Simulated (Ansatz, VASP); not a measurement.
**One calculation of BN, two programs**

```
N B
1.0
     2.55394    0.00000    0.00000
    -1.27697    2.21178    0.00000
     0.00000    0.00000    4.22685
N B
2 2
Direct
  0.33333 0.66667 0.12528
  0.66667 0.33333 0.62528
  0.33333 0.66667 0.49972
  0.66667 0.33333 0.99972
```

Alike in both runs: task single point; functional PBE-based screened hybrid with a share of 0.25 of exact exchange and HFSCREEN = 0.4; k mesh 6 × 6 × 3; occupations fermi-dirac, width 0.05 eV; no spin polarisation.

```csv
,VASP,Ansatz
version,VASP 6.6.1,Ansatz 0.2.0
potentials or method,"VASP PAW PBE potentials, release 64 (N, B)",Ansatz PAW
plane-wave cutoff (eV),520,420
valence electrons in the cell,16,16
```

VASP gave:

- gap on the k mesh at the Fermi level (eV): 6.07
- least direct gap on the mesh (eV): 9.39
- pressure (GPa): -7.8
- traceless stress, the component that is largest in VASP (GPa): -0.79
- rms of the force components (eV/Å): 0.021

Q: What did Ansatz give for the same quantities?

A: gap on the k mesh at the Fermi level (eV): 6.09; least direct gap on the mesh (eV): 9.40; pressure (GPa): -8.3; traceless stress, the component that is largest in VASP (GPa): -0.77; rms of the force components (eV/Å): 0.023.

VASP's potentials were made for PBE, not for PBE-based screened hybrid. Atom by atom the forces differ by 0.002 eV/Å (rms over components). The functional is the same, so the differences come from potentials, cutoffs and numerics.

The k mesh is coarse, so the values compare programs but aren't converged. Noted on Ansatz's run: odd divisions of the mesh miss points on the zone boundary, where band edges often lie, so the gap on the mesh can be too wide.
